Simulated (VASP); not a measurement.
Input of a VASP 6.6.1 run:

Contents of INCAR:

```
ALGO = Normal
EDIFF = 1E-6
EDIFFG = -0.01
ENCUT = 600
GGA = PE
IBRION = 2
ISIF = 4
ISMEAR = 0
LASPH = T
LCHARG = F
LREAL = F
LWAVE = F
NELM = 60
NSW = 50
PREC = Accurate
SIGMA = 0.02
```

File KPOINTS:

```
k-points
0
Gamma
  6 6 6
```

The input POSCAR:

```
H2CI2
1.0
    0.0000000000      6.6082721526      2.5949483229
    4.1423714503      0.0000000000      2.5949483229
    4.1423714503      6.6082721526      0.0000000000
H C I
2 1 2
Direct
    0.7699641885      0.9907977097      0.2300358115
    0.9907977097      0.7699641885      0.0092022903
    0.9986880222      0.9986880222      0.0013119778
    0.3660121871      0.0905578926      0.9094421074
    0.0905578926      0.3660121871      0.6339878129
```

Potentials or basis: VASP PAW PBE potentials, release 64 (H, C, I).

The run is started by

```sh
$ cat potpaw_PBE.64/H/POTCAR potpaw_PBE.64/C/POTCAR potpaw_PBE.64/I/POTCAR > POTCAR
$ mpirun -np 1 vasp_std > vasp.out
```

Task: What does it give for the band gap on the k mesh?

Result: 2.99 eV (least direct gap 3.09 eV).

Final structure:
```
H C I
1.0
     0.00000    6.58411    2.59341
     4.16004    0.00000    2.59341
     4.16004    6.58411    0.00000
H C I
2 1 2
Cartesian
  5.0655 6.5841 4.5752
  3.2545 6.5841 4.5752
  4.1600 6.5841 5.1841
  4.1600 8.3877 1.1732
  4.1600 4.7806 1.1732
```

Caveat: spin-orbit coupling is left out, which moves the levels of the heavy elements. A k mesh can miss the band edges.
